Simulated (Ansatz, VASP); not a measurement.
One calculation of Fe4Si, two programs

```
Fe Si
1.0
     4.22156    0.00000    0.00000
    -2.11078    3.65598    0.00000
     0.00000    0.00000    4.00602
Fe Si
4 1
Direct
  0.50000 0.00000 0.50000
  0.00000 0.50000 0.50000
  0.50000 0.50000 0.50000
  0.00000 0.00000 0.00000
  0.00000 0.00000 0.50000
```

Alike in both runs: task relaxation of cell and atoms; functional PBE; k mesh 6 × 6 × 4; occupations gaussian, width 0.1 eV; collinear spin.

```csv
,VASP,Ansatz
version,VASP 6.6.1,Ansatz 0.2.0
potentials or method,"VASP PAW PBE potentials, release 64 (Fe, Si), cutoff 600 eV","scalar-relativistic, plane waves, PAW"
valence electrons in the cell,36,68
```

VASP gave:

```
gap on the k mesh at the Fermi level, each at its own relaxed structure (eV) : none
net moment per atom (μB)                                                     : 1.41
size of the moment on the site where the two differ most (μB)                : 0.09
relaxed volume (Å³/atom)                                                     : 16.33
relaxed length of the cell vector where the two differ most in proportion (Å)              : 4.215
```

Which values does Ansatz return?

gap on the k mesh at the Fermi level, each at its own relaxed structure (eV): none; net moment per atom (μB): 2.04; size of the moment on the site where the two differ most (μB): 2.76; relaxed volume (Å³/atom): 17.48; relaxed length of the cell vector where the two differ most in proportion (Å): 4.446.

The net moments are unlike, so the other rows may belong to different states. Site moments also hang on the region over which each program counts them. A gap of «none» marks a metal or a gap that the smearing closes. VASP's potentials hold 36 valence electrons a cell and Ansatz's 68, so a difference there can come from the potentials and not from the codes.

The k mesh is coarse, so the values compare programs but aren't converged. Noted on VASP's run: the volume moved by over 15 % at a fixed basis, so the end points are rough.
